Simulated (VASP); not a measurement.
AlN:

```
Al N
1.0
     3.11100    0.00000    0.00000
    -1.55550    2.69421    0.00000
     0.00000    0.00000    4.97800
Al N
2 2
Cartesian
  0.0000 1.7961 0.0000
  1.5555 0.8981 2.4890
  0.0000 1.7961 1.9165
  1.5555 0.8981 4.4055
```

```yaml
Program: VASP 6.6.1
Task: relaxation of cell and atoms
Functional: PBE
Potentials_or_basis: VASP PAW PBE potentials, release 64 (Al, N)
Cutoff: 600 eV
k_mesh: 6 × 6 × 4
Occupations: gaussian, width 0.1 eV
Spin: no spin polarisation
```

At the start: pressure 3.7 GPa; volume 10.43 Å³/atom.

Q: Where does the relaxation end?

A: Over 3 steps the energy falls by 2.7 meV/atom and the volume is 10.62 Å³/atom (+1.8 %); space group P6_3mc (No. 186, to 0.05 Å).

The path:
| step | energy change (eV) | largest force (eV/Å) | pressure (GPa) | volume (Å³) |
| --- | --- | --- | --- | --- |
| 1 | 0.0000 | 0.1804 | 3.66 | 41.72 |
| 2 | -0.0028 | 0.0755 | -3.04 | 43.18 |
| 3 | -0.0107 | 0.0399 | -0.05 | 42.49 |

Final structure:
```
Al N
1.0
     3.13319    0.00000    0.00000
    -1.56659    2.71342    0.00000
     0.00000    0.00000    4.99825
Al N
2 2
Direct
  0.33333 0.66667 0.00094
  0.66667 0.33333 0.50094
  0.33333 0.66667 0.38406
  0.66667 0.33333 0.88406
```
